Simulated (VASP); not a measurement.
# KH17O9 in VASP: a series of runs

KH17O9 is run at these levels: PBE+D3(BJ); tasks: single point.

All numbers are computed with VASP 6.6.1; they aren't measurements. Logs are shortened: lines on timing, memory, paths and dates and some standing lists are left out, and cuts for length are marked.

### Step 1. The cell of the first run

The cell holds an amorphous packing of atoms, 27 atoms: a = 7.174 Å, b = 7.174 Å, c = 7.174 Å, α = 90.00°, β = 90.00°, γ = 90.00°.

### Step 2. Single point, PBE+D3(BJ)

Contents of INCAR:

```
  PREC = Accurate
  ENCUT = 520
  EDIFF = 1E-6
  ISMEAR = -1
  SIGMA = 0.02
  LREAL = Auto
  LASPH = T
  NELM = 80
  ALGO = Normal
  ISIF = 2
  LWAVE = F
  LCHARG = F
  GGA = PE
  IVDW = 12
  NBANDS = 59
```

Contents of KPOINTS:

```
regular mesh
0
Gamma
  1 1 1
```

Contents of POSCAR:

```
KH17O9
1.0
    7.1738770000      0.0000000000      0.0000000000
    0.0000000000      7.1738770000      0.0000000000
    0.0000000000      0.0000000000      7.1738770000
O H K
9 17 1
Direct
    0.8571655187      0.2068895243      0.3395653424
    0.1980240252      0.8273629448      0.9453047494
    0.4366258301      0.6437802042      0.2818141432
    0.0953319941      0.5705004421      0.4848145570
    0.6485056825      1.0564301562      0.8364235963
    0.1252182049      0.9455556598      0.3433289977
    0.4564338084      0.3517623734      1.0415985666
    0.1379031171      0.4091372071      0.8343187373
    0.0390304991      0.0803470703      0.7541110616
    0.8632431250      0.3085918535      0.4245821332
    0.9837916095      0.1579480663      0.3515393420
    0.1053962871      0.9258870761      0.8872190031
    0.1758881564      0.7222315075      0.8658637442
    0.3593036234      0.7086405301      0.1725984429
    0.4822357562      0.5357632979      0.2153925973
    0.2160477521      0.5830598991      0.4167063361
    0.1171193763      0.5134043976      0.6063527434
    0.5945041991      0.9734903456      0.9234337305
    0.7849451559      1.0427276632      0.8287708306
    0.0979944317      0.8853650543      0.2235332443
    0.1131326896      0.8352108630      0.4266451739
    0.5428445456      0.2962414884      0.9528181205
    0.3349235009      0.3736891502      0.9717618521
    0.0178285744      0.4448501138      0.8924602415
    0.1070829623      0.2594831219      0.7831609045
    0.1057726526      0.0274468046      0.6318759020
    0.5735810636     -0.0411911160      0.4234669761
```

Potentials or basis: VASP PAW PBE potentials, release 64 (O, H, K_sv).

Launch:

```console
cat potpaw_PBE.64/O/POTCAR potpaw_PBE.64/H/POTCAR potpaw_PBE.64/K_sv/POTCAR > POTCAR
mpirun -np 1 vasp_gam > vasp.out
```

OUTCAR:

```text
PREC = Accurate
   ENCUT = 520
   EDIFF = 1E-6
   ISMEAR = -1
   LREAL = Auto
   LASPH = T
   NELM = 80
   ISIF = 2
   GGA = PE
   IVDW = 12
 IVDW          = 12

 ion  position               nearest neighbor table
   1  0.857  0.207  0.340-  10 0.95  11 0.98  27 2.77
   2  0.198  0.827  0.945-  13 0.96  12 1.06
   3  0.437  0.644  0.282-  15 0.97  14 1.07  27 2.67
   4  0.095  0.571  0.485-  17 0.98  16 1.00
   5  0.649  0.056  0.836-  18 0.95  19 0.99
   6  0.125  0.946  0.343-  20 0.98  21 1.00
   7  0.456  0.352  0.042-  22 0.97  23 1.02
   8  0.138  0.409  0.834-  24 0.99  25 1.16
   9  0.039  0.080  0.754-  26 1.07  25 1.39
  10  0.863  0.309  0.425-   1 0.95
  11  0.984  0.158  0.352-   1 0.98
  12  0.105  0.926  0.887-   2 1.06
  13  0.176  0.722  0.866-   2 0.96
  14  0.359  0.709  0.173-   3 1.07
  15  0.482  0.536  0.215-   3 0.97
  16  0.216  0.583  0.417-   4 1.00
  17  0.117  0.513  0.606-   4 0.98
  18  0.595  0.973  0.923-   5 0.95
  19  0.785  0.043  0.829-   5 0.99
  20  0.098  0.885  0.224-   6 0.98
  21  0.113  0.835  0.427-   6 1.00
  22  0.543  0.296  0.953-   7 0.97
  23  0.335  0.374  0.972-   7 1.02
  24  0.018  0.445  0.892-   8 0.99
  25  0.107  0.259  0.783-   8 1.16   9 1.39
  26  0.106  0.027  0.632-   9 1.07
  27  0.574  0.959  0.423-   3 2.67   1 2.77

  LATTYP: Found a simple cubic cell.
 ALAT       =     7.1738770000

  Lattice vectors:

 A1 = (   7.1738770000,   0.0000000000,   0.0000000000)
 A2 = (   0.0000000000,   7.1738770000,   0.0000000000)
 A3 = (   0.0000000000,   0.0000000000,   7.1738770000)

Analysis of symmetry for initial positions (statically):
=====================================================================
 Subroutine PRICEL returns:
 Original cell was already a primitive cell.

 Routine SETGRP: Setting up the symmetry group for a
 simple cubic supercell.

 Subroutine GETGRP returns: Found  1 space group operations
 (whereof  1 operations were pure point group operations)
 out of a pool of 48 trial point group operations.

The static configuration has the point symmetry C_1 .

Analysis of symmetry for dynamics (positions and initial velocities):
=====================================================================
 Subroutine PRICEL returns:
 Original cell was already a primitive cell.

 Routine SETGRP: Setting up the symmetry group for a
 simple cubic supercell.

 Subroutine GETGRP returns: Found  1 space group operations
 (whereof  1 operations were pure point group operations)
 out of a pool of 48 trial point group operations.

The dynamic configuration has the point symmetry C_1 .

 Subroutine INISYM returns: Found  1 space group operations
 (whereof  1 operations are pure point group operations),
 and found     1 'primitive' translations

----------------------------------------------------------------------------------------

                                     Primitive cell

  volume of cell :     369.2001

  direct lattice vectors                    reciprocal lattice vectors
     7.173877000  0.000000000  0.000000000     0.139394640  0.000000000  0.000000000
     0.000000000  7.173877000  0.000000000     0.000000000  0.139394640  0.000000000
     0.000000000  0.000000000  7.173877000     0.000000000  0.000000000  0.139394640

  length of vectors
     7.173877000  7.173877000  7.173877000     0.139394640  0.139394640  0.139394640

  position of ions in fractional coordinates (direct lattice)
     0.857165519  0.206889524  0.339565342
     0.198024025  0.827362945  0.945304749
     0.436625830  0.643780204  0.281814143
     0.095331994  0.570500442  0.484814557
     0.648505683  0.056430156  0.836423596
     0.125218205  0.945555660  0.343328998
[... 19 lines left out ...]
     0.105772653  0.027446805  0.631875902
     0.573581064  0.958808884  0.423466976

  ion indices of the primitive-cell ions
   primitive index   ion index
                 1           1
                 2           2
                 3           3
                 4           4
                 5           5
                 6           6
[... 19 lines left out ...]
                26          26
                27          27

----------------------------------------------------------------------------------------

 KPOINTS: regular mesh

Automatic generation of k-mesh.
 Grid dimensions read from file:
 generate k-points for:    1    1    1

 Generating k-lattice:

  Cartesian coordinates                     Fractional coordinates (reciprocal lattice)
     0.139394640  0.000000000  0.000000000     1.000000000  0.000000000  0.000000000
     0.000000000  0.139394640  0.000000000     0.000000000  1.000000000  0.000000000
     0.000000000  0.000000000  0.139394640     0.000000000  0.000000000  1.000000000

  Length of vectors
     0.139394640  0.139394640  0.139394640

  Shift w.r.t. Gamma in fractional coordinates (k-lattice)
     0.000000000  0.000000000  0.000000000

 Subroutine IBZKPT returns following result:
 ===========================================

 Found      1 irreducible k-points:

 Following reciprocal coordinates:
            Coordinates               Weight
  0.000000  0.000000  0.000000      1.000000
   k-points           NKPTS =      1   k-points in BZ     NKDIM =      1   number of bands    NBANDS=     59
   number of dos      NEDOS =    301   number of ions     NIONS =     27
   total plane-waves  NPLWV = 157464
   dimension x,y,z NGX =    54 NGY =   54 NGZ =   54
   dimension x,y,z NGXF=   108 NGYF=  108 NGZF=  108
   ions per type =               9  17   1
   NGX,Y,Z   is equivalent  to a cutoff of  12.51, 12.51, 12.51 a.u.
   NGXF,Y,Z  is equivalent  to a cutoff of  25.03, 25.03, 25.03 a.u.
 SYSTEM =  unknown system
   PREC   = accura    normal or accurate (medium, high low for compatibility)
   ISTART =      0    job   : 0-new  1-cont  2-samecut
   ICHARG =      2    charge: 1-file 2-atom 10-const
   ISPIN  =      1    spin polarized calculation?
   LNONCOLLINEAR =      F non collinear calculations
   LSORBIT =      F    spin-orbit coupling
   LASPH  =      T    aspherical Exc in radial PAW
   ENCUT  =  520.0 eV  38.22 Ry    6.18 a.u.  13.34 13.34 13.34*2*pi/ulx,y,z
   NELM   =     80;   NELMIN=  2; NELMDL= -5     # of ELM steps
   EDIFF  = 0.1E-05   stopping-criterion for ELM
   LREAL  =      T    real-space projection
   EDIFFG = 0.1E-04   stopping-criterion for IOM
   NSW    =      0    number of steps for IOM
   IBRION =     -1    ionic relax: 0-MD 1-quasi-New 2-CG
   NFREE  =      0    steps in history (QN), initial steepest desc. (CG)
   ISIF   =      2    stress and relaxation
   ISYM   =      2    0-nonsym 1-usesym 2-fastsym
   POTIM  = 0.5000    time-step for ionic-motion
   TEBEG  =    0.0;   TEEND  =   0.0 temperature during run
   PSTRESS=    0.0 pullay stress
   NELECT =      80.0000    total number of electrons
   NUPDOWN=      -1.0000    fix difference up-down
   EMIN   =  10.00;   EMAX   =-10.00  energy-range for DOS
   EFERMI =   0.00;   METHOD = LEGACY
   ISMEAR =    -1;   SIGMA  =   0.02  broadening in eV -4-tet -1-fermi 0-gaus
   EFERMI_NEDOS =   21; number of points for ismear=-14 and -15
   IALGO  =     38    algorithm
   IMIX   =      4    mixing-type and parameters
     AMIX     =   0.40;   BMIX     =  1.00
     AMIX_MAG =   1.60;   BMIX_MAG =  1.00
  volume/ion in A,a.u.               =      13.67        92.28
  Fermi-wavevector in a.u.,A,eV,Ry     =   0.983296  1.858160 13.155077  0.966871
  Thomas-Fermi vector in A             =   2.114443
   LORBIT       =      0    0 simple, 1 ext, 2 COOP (PROOUT), +10 PAW based schemes
   GGA     = PE    functional components
   LHFCALC =     F    Hartree Fock is set to
   AEXX    =    0.0000 exact exchange contribution
   IVDW    =    12    specifies the selected vdW correction
   LEPSILON=     F    determine dielectric tensor
   LRPA    =     F    only Hartree local field effects (RPA)
 non-spin polarized calculation
  energy-cutoff  :      520.00
  volume of cell :      369.20
 maximum number of plane-waves:      4922
 NGX is ok and might be reduce to    54
   NGX = 27   NGY = 27   NGZ = 27

 number of electron      80.0000006 magnetization

 Free energy of the ion-electron system (eV)
  ---------------------------------------------------
  ext. energy  EPLUGINS =         0.00000000
  ---------------------------------------------------
  free energy    TOTEN  =      -129.79031191 eV

  energy without entropy =     -129.79031191  energy(sigma->0) =     -129.79031191

 E-fermi :  -2.5798     XC(G=0):  -5.9966

 val. band max:       -3.0808198396   @ k =   0.0000   0.0000   0.0000
 cond. band min:       0.2528936080   @ k =   0.0000   0.0000   0.0000
 fundamental gap:      3.3337134476
 Fermi energy:        -2.5798073018

 k-point     1 :       0.0000    0.0000    0.0000
  band No.  band energies     occupation
      1     -32.0042      2.00000
      2     -22.9735      2.00000
      3     -22.6937      2.00000
      4     -22.6383      2.00000
      5     -22.3513      2.00000
      6     -22.0565      2.00000
[... 44 lines left out ...]
     51       5.3118      0.00000
     52       5.4097      0.00000
 [bands above 52 left out]

------------------------ aborting loop because EDIFF is reached ----------------------------------------

 Edisp (eV)   -0.89365

 E8    (eV) :    -0.2256

  FORCE on cell =-STRESS in cart. coord.  units (eV):
  Direction    XX          YY          ZZ          XY          YZ          ZX
  --------------------------------------------------------------------------------------
  -------------------------------------------------------------------------------------
  Total      -5.40641    -0.93131    -4.57207    -0.70090     1.09445    -0.14060
  in kB     -23.46163    -4.04151   -19.84093    -3.04161     4.74946    -0.61014
  external pressure =      -15.78 kB  Pullay stress =        0.00 kB

 VOLUME and BASIS-vectors are now :
 -----------------------------------------------------------------------------
  energy-cutoff  :      520.00
  volume of cell :      369.20
      direct lattice vectors                 reciprocal lattice vectors
     7.173877000  0.000000000  0.000000000     0.139394640  0.000000000  0.000000000
     0.000000000  7.173877000  0.000000000     0.000000000  0.139394640  0.000000000
     0.000000000  0.000000000  7.173877000     0.000000000  0.000000000  0.139394640

 POSITION                                       TOTAL-FORCE (eV/Angst)
 -----------------------------------------------------------------------------------
      6.14920      1.48420      2.43600        -0.288377     -0.445502     -0.457720
      1.42060      5.93540      6.78150        -0.443592      0.640586      0.799685
      3.13230      4.61840      2.02170        -1.899212      2.360550     -1.611067
      0.68390      4.09270      3.47800         0.097992      0.853223     -1.101885
      4.65230      0.40482      6.00040         0.218046      1.071603     -1.312649
      0.89830      6.78330      2.46300         0.281728     -0.873386      0.248285
[... 19 lines left out ...]
      0.75880      0.19690      4.53300        -1.725019      1.346063      2.747386
      4.11480      6.87838      3.03790         0.065792      0.311364      0.202652
 -----------------------------------------------------------------------------------
    total drift:                               -0.002829      0.000521     -0.002762

  FREE ENERGIE OF THE ION-ELECTRON SYSTEM (eV)
  ---------------------------------------------------
  free  energy   TOTEN  =      -130.6839628805 eV

  energy  without entropy=     -130.6839628804  energy(sigma->0) =     -130.68396288
```

Run time: 39 s. Hardware: 1 thread of Intel Xeon Platinum 8488C (Sapphire Rapids), shared host; peak memory 0.36 GiB.

What came out:

- Free energy: -130.6840 eV
- Pressure: -1.6 GPa
- Largest force: 3.512 eV/Å
- Band gap on the k mesh: 3.33 eV
- Dispersion energy per atom: -0.033 eV

Forces on the atoms (eV/Å):
```
O   -0.288 -0.446 -0.458
O   -0.444  0.641  0.800
O   -1.899  2.361 -1.611
O    0.098  0.853 -1.102
O    0.218  1.072 -1.313
O    0.282 -0.873  0.248
O   -0.705  0.364 -0.012
O   -0.751 -0.385 -0.307
O    1.269 -0.799 -2.557
H   -0.144  1.150  0.611
H    0.038 -0.623 -0.223
H    1.006  0.285 -0.073
H    0.076 -1.031 -0.298
H    1.263 -1.083  1.859
H    0.297 -1.222 -0.717
H   -0.279 -0.497  0.465
H    0.408 -0.305  0.736
H   -0.372 -0.923  0.856
H    0.375 -0.028 -0.038
H    0.269  0.346 -0.443
H   -0.197  0.170  0.009
H    0.064 -0.294 -0.081
H    0.614 -0.175  0.272
H    0.766 -0.327 -0.147
H   -0.304  0.112  0.572
H   -1.725  1.346  2.747
K    0.066  0.311  0.203
```

Caveat: the k points lie up to 0.88 Å⁻¹ apart.

### Step 3. Single point, PBE+D3(BJ)

Contents of INCAR:

```
SYSTEM = KH17O9
  ALGO = Normal
  EDIFF = 1E-6
  ENCUT = 520
  GGA = PE
  GGA_COMPAT = .FALSE.
  ISIF = 2
  ISMEAR = -1
  IVDW = 12
  LASPH = .TRUE.
  LCHARG = .TRUE.
  LELF = .TRUE.
  LREAL = .FALSE.
  LVHAR = .TRUE.
  LWAVE = .FALSE.
  NBANDS = 59
  NELM = 120
  PREC = Accurate
  SIGMA = 0.02
```

Contents of KPOINTS:

```
k-points
0
G
  1 1 1
  0 0 0
```

Contents of POSCAR:

```
KH17O9
1.0
    7.1738770000      0.0000000000      0.0000000000
    0.0000000000      7.1738770000      0.0000000000
    0.0000000000      0.0000000000      7.1738770000
O H K
9 17 1
Direct
    0.8250350543      0.2027913219      0.3655485033
    0.3155894644      0.8043349503      0.8951644975
    0.3652278956      0.6125558049      0.2120610654
    0.0767646281      0.5382305830      0.4688538708
    0.7699881110      0.9805018960      0.8154447031
    0.0407311137      0.9042530280      0.3213325235
    0.4895400353      0.2892856959      1.0060111150
    0.1303758066      0.4580647257      0.8560364221
    0.1173284683      0.0873168023      0.7892942686
    0.9022318058      0.3069748756      0.3975256336
    0.9246882822      0.1150423962      0.3083548826
    0.2449024426      0.9201300775      0.8677316324
    0.2597619112      0.6916483235      0.8284223440
    0.3466465901      0.6811797860      0.1032496097
    0.4266033555      0.4930249013      0.1610008089
    0.2042967840      0.5519470155      0.3974280574
    0.1219145519      0.5313584272      0.5937235891
    0.7800663435      0.8564964245      0.8679686033
    0.9096476006      1.0390615841      0.8172289544
    0.0854489142      0.8513109439      0.2088828677
    0.0374414002      0.8072064798      0.4169711859
    0.5948387462      0.1915421745      0.9994735064
    0.3991844298      0.2387133206      0.9213567503
   -0.0004739418      0.4707635774      0.8885014337
    0.1555225996      0.3194088775      0.8497497239
    0.1194612063      0.0591869640      0.6618318101
    0.5599900863     -0.0204631331      0.5241377849
```

Potentials or basis: VASP PAW PBE potentials, release 64 (O, H, K_sv).

Launch:

```console
cat potpaw_PBE.64/O/POTCAR potpaw_PBE.64/H/POTCAR potpaw_PBE.64/K_sv/POTCAR > POTCAR
mpirun -np 1 vasp_gam > vasp.out
```

Run time: 53 s. Hardware: 1 thread of AMD EPYC 7R43 (Zen 3), shared host; peak memory 0.31 GiB.

The run converged. Its results:

* Free energy: -130.5294 eV
* Pressure: -0.8 GPa
* Largest force: 4.387 eV/Å
* Band gap on the k mesh: 3.47 eV
* Dispersion energy per atom: -0.033 eV

Forces in eV/Å, atoms in the order of the input:
```
O    0.826 -1.599 -1.173
O    0.541 -2.026 -0.506
O    1.564 -3.343  2.371
O    1.857  0.590 -2.071
O    0.782  0.723  0.108
O   -0.321  1.111  0.891
O    2.241 -1.273  0.366
O    0.315  0.130 -0.080
O    0.055  0.618  2.264
H    0.386  1.186  0.443
H   -1.508  0.609  0.977
H   -0.934  0.512 -0.546
H    0.309  1.443  1.015
H   -0.578  1.890 -2.524
H   -0.805  1.308  0.636
H   -1.943 -0.114  0.106
H   -0.051 -0.488  1.741
H    0.055  0.003  0.220
H   -0.540 -0.677 -0.123
H    0.548 -0.777 -0.968
H    0.030 -0.612 -0.267
H   -1.322  1.401  0.118
H   -0.736 -0.325 -0.405
H    0.072 -0.217  0.052
H   -0.811  0.010 -0.458
H    0.003 -0.128 -2.047
K   -0.035  0.048 -0.140
```

Stress tensor (GPa, compression positive):
```
-2.61 -0.29  1.51
-0.29 -1.31 -1.34
 1.51 -1.34  1.46
```

Levels at points of the mesh, in eV from the valence-band top:
| k point | band 36 | band 37 | band 38 | band 39 | band 40 | band 41 | band 42 | band 43 | band 44 | band 45 |
| --- | --- | --- | --- | --- | --- | --- | --- | --- | --- | --- |
| (0.00, 0.00, 0.00) | -1.04 | -0.90 | -0.78 | -0.27 | 0.00 | 3.47 | 5.90 | 6.33 | 6.53 | 6.77 |

Caveat: the k points lie up to 0.88 Å⁻¹ apart.
